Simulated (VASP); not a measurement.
# TaBi (Fm-3m) in VASP: further runs

The runs below take TaBi through single point, with PBEsol.

All numbers are computed with VASP 6.6.1; they aren't measurements. Logs are shortened: lines on timing, memory, paths and dates and some standing lists are left out, and cuts for length are marked.

## (1) The cell of the first run

Symmetry: Fm-3m, No. 225, cubic system. Conventional cell: a = 5.665 Å, b = 5.665 Å, c = 5.665 Å, α = 90.00°, β = 90.00°, γ = 90.00°. Within 3.7 Å of Ta (site symmetry m-3m) lie 6 Bi at 2.83 Å. Within 3.7 Å of Bi (site symmetry m-3m) lie 6 Ta at 2.83 Å.

## (2) Single point, PBEsol (22.73 Å³/atom)

Input file INCAR:

```
ALGO = Normal
EDIFF = 1E-7
ENCUT = 520
GGA = PS
ISIF = 2
ISMEAR = 0
LASPH = T
LCHARG = F
LREAL = F
LWAVE = F
NBANDS = 20
NELM = 100
PREC = Accurate
SIGMA = 0.05
```

Input file KPOINTS:

```
k-points
0
Gamma
  10 10 10
```

Input file POSCAR:

```
TaBi
1.0
    0.0000000000      2.8327005159      2.8327005159
    2.8327005159      0.0000000000      2.8327005159
    2.8327005159      2.8327005159      0.0000000000
Ta Bi
1 1
Direct
    0.5000000000      0.5000000000      0.5000000000
    0.0000000000      0.0000000000      0.0000000000
```

Potentials or basis: VASP PAW PBE potentials, release 64 (Ta_pv, Bi_d).

Run with:

```console
$ cat potpaw_PBE.64/Ta_pv/POTCAR potpaw_PBE.64/Bi_d/POTCAR > POTCAR
$ mpirun -np 1 vasp_std > vasp.out
```

OUTCAR:

```text
EDIFF = 1E-7
   ENCUT = 520
   GGA = PS
   ISIF = 2
   ISMEAR = 0
   LASPH = T
   LREAL = F
   NELM = 100
   PREC = Accurate

 ion  position               nearest neighbor table
   1  0.500  0.500  0.500-   2 2.83   2 2.83   2 2.83   2 2.83   2 2.83   2 2.83
   2  0.000  0.000  0.000-   1 2.83   1 2.83   1 2.83   1 2.83   1 2.83   1 2.83

  LATTYP: Found a face centered cubic cell.
 ALAT       =     5.6654010318

  Lattice vectors:

 A1 = (   0.0000000000,   2.8327005159,   2.8327005159)
 A2 = (   2.8327005159,   0.0000000000,   2.8327005159)
 A3 = (   2.8327005159,   2.8327005159,   0.0000000000)

Analysis of symmetry for initial positions (statically):
=====================================================================
 Subroutine PRICEL returns:
 Original cell was already a primitive cell.

 Routine SETGRP: Setting up the symmetry group for a
 face centered cubic supercell.

 Subroutine GETGRP returns: Found 48 space group operations
 (whereof 48 operations were pure point group operations)
 out of a pool of 48 trial point group operations.

The static configuration has the point symmetry O_h .

Analysis of symmetry for dynamics (positions and initial velocities):
=====================================================================
 Subroutine PRICEL returns:
 Original cell was already a primitive cell.

 Routine SETGRP: Setting up the symmetry group for a
 face centered cubic supercell.

 Subroutine GETGRP returns: Found 48 space group operations
 (whereof 48 operations were pure point group operations)
 out of a pool of 48 trial point group operations.

The dynamic configuration has the point symmetry O_h .

 Subroutine INISYM returns: Found 48 space group operations
 (whereof 48 operations are pure point group operations),
 and found     1 'primitive' translations

----------------------------------------------------------------------------------------

                                     Primitive cell

  volume of cell :      45.4603

  direct lattice vectors                    reciprocal lattice vectors
     0.000000000  2.832700516  2.832700516    -0.176510011  0.176510011  0.176510011
     2.832700516  0.000000000  2.832700516     0.176510011 -0.176510011  0.176510011
     2.832700516  2.832700516  0.000000000     0.176510011  0.176510011 -0.176510011

  length of vectors
     4.006043488  4.006043488  4.006043488     0.305724308  0.305724308  0.305724308

  position of ions in fractional coordinates (direct lattice)
     0.500000000  0.500000000  0.500000000
     0.000000000  0.000000000  0.000000000

  ion indices of the primitive-cell ions
   primitive index   ion index
                 1           1
                 2           2

----------------------------------------------------------------------------------------

 KPOINTS: k-points

Automatic generation of k-mesh.
 Grid dimensions read from file:
 generate k-points for:   10   10   10

 Generating k-lattice:

  Cartesian coordinates                     Fractional coordinates (reciprocal lattice)
    -0.017651001  0.017651001  0.017651001     0.100000000  0.000000000  0.000000000
     0.017651001 -0.017651001  0.017651001     0.000000000  0.100000000  0.000000000
     0.017651001  0.017651001 -0.017651001     0.000000000  0.000000000  0.100000000

  Length of vectors
     0.030572431  0.030572431  0.030572431

  Shift w.r.t. Gamma in fractional coordinates (k-lattice)
     0.000000000  0.000000000  0.000000000

 Subroutine IBZKPT returns following result:
 ===========================================

 Found     47 irreducible k-points:

 Following reciprocal coordinates:
            Coordinates               Weight
  0.000000  0.000000  0.000000      1.000000
  0.100000  0.000000  0.000000      8.000000
  0.200000  0.000000  0.000000      8.000000
  0.300000  0.000000  0.000000      8.000000
  0.400000  0.000000  0.000000      8.000000
  0.500000  0.000000  0.000000      4.000000
[... 16 lines left out ...]
  0.300000  0.300000  0.000000      6.000000
  0.400000  0.300000  0.000000     24.000000
 [... further k-points ...]
   k-points           NKPTS =     47   k-points in BZ     NKDIM =     47   number of bands    NBANDS=     20
   number of dos      NEDOS =    301   number of ions     NIONS =      2
   total plane-waves  NPLWV =  27000
   dimension x,y,z NGX =    30 NGY =   30 NGZ =   30
   dimension x,y,z NGXF=    60 NGYF=   60 NGZF=   60
   ions per type =               1   1
   NGX,Y,Z   is equivalent  to a cutoff of  12.45, 12.45, 12.45 a.u.
   NGXF,Y,Z  is equivalent  to a cutoff of  24.90, 24.90, 24.90 a.u.
 SYSTEM =  unknown system
   PREC   = accura    normal or accurate (medium, high low for compatibility)
   ISTART =      0    job   : 0-new  1-cont  2-samecut
   ICHARG =      2    charge: 1-file 2-atom 10-const
   ISPIN  =      1    spin polarized calculation?
   LNONCOLLINEAR =      F non collinear calculations
   LSORBIT =      F    spin-orbit coupling
   LASPH  =      T    aspherical Exc in radial PAW
   ENCUT  =  520.0 eV  38.22 Ry    6.18 a.u.   7.45  7.45  7.45*2*pi/ulx,y,z
   NELM   =    100;   NELMIN=  2; NELMDL= -5     # of ELM steps
   EDIFF  = 0.1E-06   stopping-criterion for ELM
   LREAL  =      F    real-space projection
   EDIFFG = 0.1E-05   stopping-criterion for IOM
   NSW    =      0    number of steps for IOM
   IBRION =     -1    ionic relax: 0-MD 1-quasi-New 2-CG
   NFREE  =      0    steps in history (QN), initial steepest desc. (CG)
   ISIF   =      2    stress and relaxation
   ISYM   =      2    0-nonsym 1-usesym 2-fastsym
   POTIM  = 0.5000    time-step for ionic-motion
   TEBEG  =    0.0;   TEEND  =   0.0 temperature during run
   PSTRESS=    0.0 pullay stress
   NELECT =      26.0000    total number of electrons
   NUPDOWN=      -1.0000    fix difference up-down
   EMIN   =  10.00;   EMAX   =-10.00  energy-range for DOS
   EFERMI =   0.00;   METHOD = LEGACY
   ISMEAR =     0;   SIGMA  =   0.05  broadening in eV -4-tet -1-fermi 0-gaus
   EFERMI_NEDOS =   21; number of points for ismear=-14 and -15
   IALGO  =     38    algorithm
   IMIX   =      4    mixing-type and parameters
     AMIX     =   0.40;   BMIX     =  1.00
     AMIX_MAG =   1.60;   BMIX_MAG =  1.00
  volume/ion in A,a.u.               =      22.73       153.39
  Fermi-wavevector in a.u.,A,eV,Ry     =   1.358904  2.567955 25.124773  1.846619
  Thomas-Fermi vector in A             =   2.485697
   LORBIT       =      0    0 simple, 1 ext, 2 COOP (PROOUT), +10 PAW based schemes
   GGA     = PS    functional components
   LHFCALC =     F    Hartree Fock is set to
   AEXX    =    0.0000 exact exchange contribution
   IVDW    =     0    specifies the selected vdW correction
   LEPSILON=     F    determine dielectric tensor
   LRPA    =     F    only Hartree local field effects (RPA)
 non-spin polarized calculation
 Gauss-broadening in eV      SIGMA  =   0.05
  energy-cutoff  :      520.00
  volume of cell :       45.46
 maximum number of plane-waves:      1243
 NGX is ok and might be reduce to    30
   NGX = 15   NGY = 15   NGZ = 15

 number of electron      25.9999997 magnetization

 Free energy of the ion-electron system (eV)
  ---------------------------------------------------
  ext. energy  EPLUGINS =         0.00000000
  ---------------------------------------------------
  free energy    TOTEN  =       -14.67595658 eV

  energy without entropy =      -14.67244865  energy(sigma->0) =      -14.67420262

 E-fermi :   8.4673     XC(G=0): -11.6924

 val. band max:        8.4609154615   @ k =   0.3000   0.1000   0.0000
 cond. band min:       8.4697761035   @ k =   0.2000   0.0000   0.0000
 fundamental gap:      0.0088606420
 Fermi energy:         8.4673252461

 k-point     1 :       0.0000    0.0000    0.0000
  band No.  band energies     occupation
      1     -26.8889      2.00000
      2     -26.8889      2.00000
      3     -26.8889      2.00000
      4     -14.7355      2.00000
      5     -14.7355      2.00000
      6     -14.6173      2.00000
[... 12 lines left out ...]
     19      14.2713      0.00000
     20      18.9742      0.00000

 k-point     2 :       0.1000    0.0000    0.0000
  band No.  band energies     occupation
      1     -26.8946      2.00000
      2     -26.8906      2.00000
      3     -26.8906      2.00000
      4     -14.7285      2.00000
      5     -14.7285      2.00000
      6     -14.6153      2.00000
[... 12 lines left out ...]
     19      14.5868      0.00000
     20      17.9352      0.00000

 k-point     3 :       0.2000    0.0000    0.0000
  band No.  band energies     occupation
      1     -26.9095      2.00000
      2     -26.8952      2.00000
      3     -26.8952      2.00000
      4     -14.7101      2.00000
      5     -14.7101      2.00000
      6     -14.6102      2.00000
[... 12 lines left out ...]
     19      15.4538      0.00000
     20      17.2397      0.00000

 k-point     4 :       0.3000    0.0000    0.0000
  band No.  band energies     occupation
      1     -26.9277      2.00000
      2     -26.9008      2.00000
      3     -26.9008      2.00000
      4     -14.6878      2.00000
      5     -14.6878      2.00000
      6     -14.6038      2.00000
[... 12 lines left out ...]
     19      16.3899      0.00000
     20      16.3899      0.00000

 k-point     5 :       0.4000    0.0000    0.0000
  band No.  band energies     occupation
      1     -26.9424      2.00000
      2     -26.9053      2.00000
      3     -26.9053      2.00000
      4     -14.6701      2.00000
      5     -14.6701      2.00000
      6     -14.5985      2.00000
[... 12 lines left out ...]
     19      15.6571      0.00000
     20      15.6571      0.00000
[... 353 lines left out ...]
      6     -14.5944      2.00000
[... 12 lines left out ...]
     19      16.4421      0.00000
     20      17.0779      0.00000

 k-point    22 :      -0.2000    0.2000    0.0000
  band No.  band energies     occupation
      1     -26.9278      2.00000
      2     -26.9037      2.00000
      3     -26.9030      2.00000
      4     -14.7084      2.00000
      5     -14.6710      2.00000
      6     -14.6032      2.00000
[... 12 lines left out ...]
     19      15.8768      0.00000
     20      16.1336      0.00000

 k-point    23 :       0.3000    0.3000    0.0000
  band No.  band energies     occupation
      1     -26.9285      2.00000
      2     -26.9018      2.00000
      3     -26.9018      2.00000
      4     -14.7172      2.00000
      5     -14.6992      2.00000
      6     -14.6337      2.00000
[... 12 lines left out ...]
     19      17.0219      0.00000
     20      18.6442      0.00000

 k-point    24 :       0.4000    0.3000    0.0000
  band No.  band energies     occupation
      1     -26.9326      2.00000
      2     -26.9067      2.00000
      3     -26.9050      2.00000
      4     -14.7081      2.00000
      5     -14.7071      2.00000
      6     -14.6327      2.00000
[... 12 lines left out ...]
     19      17.2122      0.00000
     20      18.9297      0.00000

 [... further k-points ...]
[... 5 lines left out ...]
  --------------------------------------------------------------------------------------
  -------------------------------------------------------------------------------------
  Total        1.4138865      1.4138865      1.4138865      0.0000000     -0.0000000      0.0000000
  in kB       49.8302581     49.8302581     49.8302581      0.0000000     -0.0000000      0.0000000
  external PRESSURE =      49.8302581 kB  Pullay stress =       0.0000000 kB

 VOLUME and BASIS-vectors are now :
 -----------------------------------------------------------------------------
  energy-cutoff  :      520.00
  volume of cell :       45.46
      direct lattice vectors                 reciprocal lattice vectors
     0.000000000  2.832700516  2.832700516    -0.176510011  0.176510011  0.176510011
     2.832700516  0.000000000  2.832700516     0.176510011 -0.176510011  0.176510011
     2.832700516  2.832700516  0.000000000     0.176510011  0.176510011 -0.176510011

 POSITION                                       TOTAL-FORCE (eV/Angst)
 -----------------------------------------------------------------------------------
      2.83270      2.83270      2.83270         0.000000      0.000000      0.000000
      0.00000      0.00000      0.00000         0.000000      0.000000     -0.000000
 -----------------------------------------------------------------------------------
    total drift:                               -0.000000      0.000000      0.000000

  FREE ENERGIE OF THE ION-ELECTRON SYSTEM (eV)
  ---------------------------------------------------
  free  energy   TOTEN  =       -14.6759565834 eV

  energy  without entropy=      -14.6724486522  energy(sigma->0) =      -14.67420262
```

Wall time 56 s (1 thread of Intel Xeon 8259CL, shared host); peak memory 0.19 GiB.

Results:

* Free energy: -14.6760 eV
* Pressure: 5.0 GPa
* Band gap on the k mesh: zero (bands 13 and 14 overlap by 1.12 eV)

Levels at points of the mesh, in eV from the Fermi level:
```
           k point  band 11  band 12  band 13  band 14  band 15  band 16
(0.00, 0.00, 0.00)    -1.08    -1.08    -0.28    -0.28     0.83     0.83
(0.50, 0.00, 0.00)    -3.73    -3.73     0.36     0.36     0.54     2.95
(0.50, 0.50, 0.00)    -2.56    -1.79    -1.79     0.48     0.51     1.09
```

Caveat: the cell stands under pressure; the PAW data sets were made with another functional, which shifts forces and pressure a little; spin-orbit coupling is left out, which moves the levels of the heavy elements.

## (3) Single point, PBEsol (23.20 Å³/atom)

This run uses another cell than the first one, of 23.20 Å³/atom.

Input file INCAR:

```
SYSTEM = TaBi
PREC     = Accurate       ! precision mode
ENCUT    = 520            ! plane-wave cutoff, eV
EDIFF    = 1E-6           ! SCF threshold, eV
ISMEAR   = 0              ! smearing method
SIGMA    = 0.05           ! smearing width, eV
LREAL    = .FALSE.        ! projectors in reciprocal space
LASPH    = .TRUE.         ! aspherical terms in the spheres
NELM     = 100            ! most SCF steps
ALGO     = Normal         ! electronic algorithm
ISIF     = 2              ! what is computed and relaxed
LWAVE    = .FALSE.        ! write WAVECAR
LCHARG   = .FALSE.        ! write CHGCAR
GGA      = PS             ! functional
NBANDS   = 20             ! bands
```

Input file KPOINTS:

```
Automatic mesh
0
G
  10 10 10
  0 0 0
```

Input file POSCAR:

```
TaBi
1.0
    0.0000000000      2.8522369989      2.8522369989
    2.8522369989      0.0000000000      2.8522369989
    2.8522369989      2.8522369989      0.0000000000
Ta Bi
1 1
Direct
    0.5000000000      0.5000000000      0.5000000000
    0.0000000000      0.0000000000      0.0000000000
```

Potentials or basis: VASP PAW PBE potentials, release 64 (Ta_pv, Bi_d).

Run with:

```console
$ cat potpaw_PBE.64/Ta_pv/POTCAR potpaw_PBE.64/Bi_d/POTCAR > POTCAR
$ mpirun -np 1 vasp_std > vasp.out
```

Wall time 57 s (1 thread of Intel Xeon 8259CL, shared host); peak memory 0.2 GiB.

It converged, with:

```yaml
Free_energy: -14.6980 eV
Pressure: 2.4 GPa
Band_gap_on_the_k_mesh: zero (bands 13 and 14 overlap by 1.10 eV)
```

Levels at points of the mesh, in eV from the Fermi level:
```csv
k point,band 11,band 12,band 13,band 14,band 15,band 16
"(0.00, 0.00, 0.00)",-1.04,-1.04,-0.28,-0.28,0.79,0.79
"(0.50, 0.00, 0.00)",-3.65,-3.65,0.36,0.36,0.52,2.91
"(0.50, 0.50, 0.00)",-2.49,-1.77,-1.77,0.43,0.46,1.07
```

Caveat: the PAW data sets were made with another functional, which shifts forces and pressure a little; spin-orbit coupling is left out, which moves the levels of the heavy elements.

## (4) Single point, PBEsol

This run uses another cell than the first one, of 23.52 Å³/atom.

Input file INCAR:

```
PREC     = Accurate       # precision mode
ENCUT    = 520            # plane-wave cutoff, eV
EDIFF    = 1E-6           # SCF threshold, eV
ISMEAR   = 0              # smearing method
SIGMA    = 0.05           # smearing width, eV
LREAL    = False          # projectors in reciprocal space
LASPH    = True           # aspherical terms in the spheres
NELM     = 60             # most SCF steps
ALGO     = Normal         # electronic algorithm
ISIF     = 2              # what is computed and relaxed
LWAVE    = False          # write WAVECAR
LCHARG   = True           # write CHGCAR
GGA      = PS             # functional
LELF     = True           # ELF
LVHAR    = True         
NBANDS   = 20             # bands
```

Input file KPOINTS:

```
regular mesh
0
Gamma
  10 10 10
```

Input file POSCAR:

```
TaBi
1.0
    0.0000000000      2.8651395027      2.8651395027
    2.8651395027      0.0000000000      2.8651395027
    2.8651395027      2.8651395027      0.0000000000
Ta Bi
1 1
Direct
    0.5000000000      0.5000000000      0.5000000000
    0.0000000000      0.0000000000      0.0000000000
```

Run with:

```console
$ cat potpaw_PBE.64/Ta_pv/POTCAR potpaw_PBE.64/Bi_d/POTCAR > POTCAR
$ mpirun -np 1 vasp_std > vasp.out
```

It took 70 s on 1 thread of Intel Xeon 8259CL, shared host; peak memory 0.2 GiB.

It converged, with:

```yaml
Free_energy: -14.7044 eV
Pressure: 0.8 GPa
Band_gap_on_the_k_mesh: zero (bands 13 and 14 overlap by 1.09 eV)
```

Levels at points of the mesh, in eV from the Fermi level:
| k point | band 11 | band 12 | band 13 | band 14 | band 15 | band 16 |
| --- | --- | --- | --- | --- | --- | --- |
| (0.00, 0.00, 0.00) | -1.02 | -1.02 | -0.28 | -0.28 | 0.76 | 0.76 |
| (0.50, 0.00, 0.00) | -3.60 | -3.60 | 0.36 | 0.36 | 0.51 | 2.88 |
| (0.50, 0.50, 0.00) | -2.44 | -1.76 | -1.76 | 0.37 | 0.44 | 1.05 |

Caveat: the PAW data sets were made with another functional, which shifts forces and pressure a little; spin-orbit coupling is left out, which moves the levels of the heavy elements.

## (5) Overview

| cell | gap on the mesh (eV) | pressure (GPa) |
| --- | --- | --- |
| a = 4.006 Å, angles 60.0°, 2 atoms | none | 5.0 |
| a = 4.034 Å, angles 60.0°, 2 atoms | none | 2.4 |
| a = 4.052 Å, angles 60.0°, 2 atoms | none | 0.8 |

Alike in all rows: task single point; level PBEsol; potentials or basis VASP PAW PBE potentials, release 64 (Ta_pv, Bi_d); no spin polarisation; k mesh 10 × 10 × 10; cutoff (eV) 520; smearing gaussian 0.05 eV.

Caveats: the PAW data sets were made with another functional, which shifts forces and pressure a little; spin-orbit coupling is left out, which moves the levels of the heavy elements; the cell stands under pressure (at least some runs).

Total energies depend on the potentials used, so only differences within one code and one set of settings carry meaning.
